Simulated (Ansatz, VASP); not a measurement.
# Cu in VASP and in Ansatz

```xyz
1
Lattice="-1.4988 1.4988 1.3075 1.4988 -1.4988 1.3075 1.4988 1.4988 -1.3075" Properties=species:S:1:pos:R:3 pbc="T T T"
Cu    0.0000    0.0000    0.0000
```

Alike in both runs: task single point; functional LDA; k mesh 22 × 22 × 22; occupations gaussian, width 0.15 eV; no spin polarisation.

|  | VASP | Ansatz |
| --- | --- | --- |
| version | VASP 6.6.1 | Ansatz 0.2.0 |
| potentials or method | VASP PAW LDA potentials, release 64 (Cu), cutoff 520 eV | scalar-relativistic, plane waves, PAW |
| valence electrons in the cell | 11 | 19 |

```tsv
	VASP	Ansatz	Ansatz less VASP
gap on the k mesh at the Fermi level (eV)	none	none	-
pressure (GPa)	-10.0	-10.8	-0.83
traceless stress, the component that is largest in VASP (GPa)	0.97	0.94	-0.035
```

Ansatz warns that its potentials were made for another functional, while VASP's fit it. LDA's correlation is that of Perdew and Zunger in VASP and of Perdew and Wang (1992) in Ansatz. A gap of «none» marks a metal or a gap that the smearing closes. VASP's potentials hold 11 valence electrons a cell and Ansatz's 19, so a difference there can come from the potentials and not from the codes.
